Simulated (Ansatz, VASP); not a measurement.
**Ag: VASP beside Ansatz**

```
Ag
1.0
     0.00000    2.12482    2.20655
     2.12482    0.00000    2.20655
     2.12482    2.12482    0.00000
Ag
1
Direct
  0.00000 0.00000 0.00000
```

Change from the starting cell: strain +0.040 along x and y, +0.080 along z, atoms carried along.

Alike in both runs: task single point; functional PBEsol; k mesh 20 × 20 × 20; occupations gaussian, width 0.15 eV; no spin polarisation.

|  | VASP | Ansatz |
| --- | --- | --- |
| version | VASP 6.6.1 | Ansatz 0.2.0 |
| potentials or method | VASP PAW PBE potentials, release 64 (Ag), cutoff 520 eV | scalar-relativistic, plane waves, PAW |
| valence electrons in the cell | 11 | 19 |

VASP gave:

```
gap on the k mesh at the Fermi level (eV)                     : none
pressure (GPa)                                                : -12.7
traceless stress, the component that is largest in VASP (GPa) : -0.63
```

**Question.** Which values does Ansatz return?

**Answer.** gap on the k mesh at the Fermi level (eV): none; pressure (GPa): -12.7; traceless stress, the component that is largest in VASP (GPa): -0.64.

VASP's potentials were made for PBE, not for PBEsol. A gap of «none» marks a metal or a gap that the smearing closes. VASP's potentials hold 11 valence electrons a cell and Ansatz's 19, so a difference there can come from the potentials and not from the codes.
